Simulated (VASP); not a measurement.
**TeP2: single point with PBE**

The system is TeP2.

```xyz
3
Lattice="4.1410 0.0000 0.0000 -2.0705 3.5862 0.0000 0.0000 0.0000 4.1202" Properties=species:S:1:pos:R:3 pbc="T T T"
Te    0.0000    0.0000    0.0000
P     0.0000    2.3908    2.0601
P     2.0705    1.1954    2.0601
```

* Program: VASP 6.6.1
* Task: single point
* Functional: PBE
* Potentials or basis: VASP PAW PBE potentials, release 64 (Te, P)
* Cutoff: 520 eV
* k mesh: 6 × 6 × 4
* Occupations: gaussian, width 0.1 eV
* Spin: no spin polarisation
* Dipole correction: no
* Further INCAR settings: ALGO = Normal; EDIFF = 1e-06; NBANDS = 15

```
Pressure               : -0.1 GPa
Band gap on the k mesh : zero (band 8 reaches 9.12 eV, above the bottom of band 9 at 6.50 eV)
```

Stress tensor (GPa, compression positive):
```
 0.02  0.00  0.00
 0.00  0.02  0.00
 0.00  0.00 -0.33
```

Levels at points of the mesh, in eV from the Fermi level:
```tsv
k point	band 6	band 7	band 8	band 9	band 10	band 11
(0.00, 0.00, 0.00)	-4.54	-2.70	-2.70	2.22	2.31	2.65
(0.50, 0.00, 0.00)	-2.58	-1.96	-1.58	0.31	1.03	3.83
(0.00, 0.00, 0.50)	-2.11	-1.06	-0.89	-0.89	-0.27	-0.27
(0.50, 0.00, 0.50)	-4.46	-2.02	-1.69	2.34	3.32	4.19
```

Run time: 7.9 s on 1 thread of AMD EPYC 9R45 96-Core Processor (Zen 5) (shared host), peak memory 0.15 GiB.

Caveat: the k points lie up to 0.38 Å⁻¹ apart; spin-orbit coupling is left out, which moves the levels of the heavy elements.
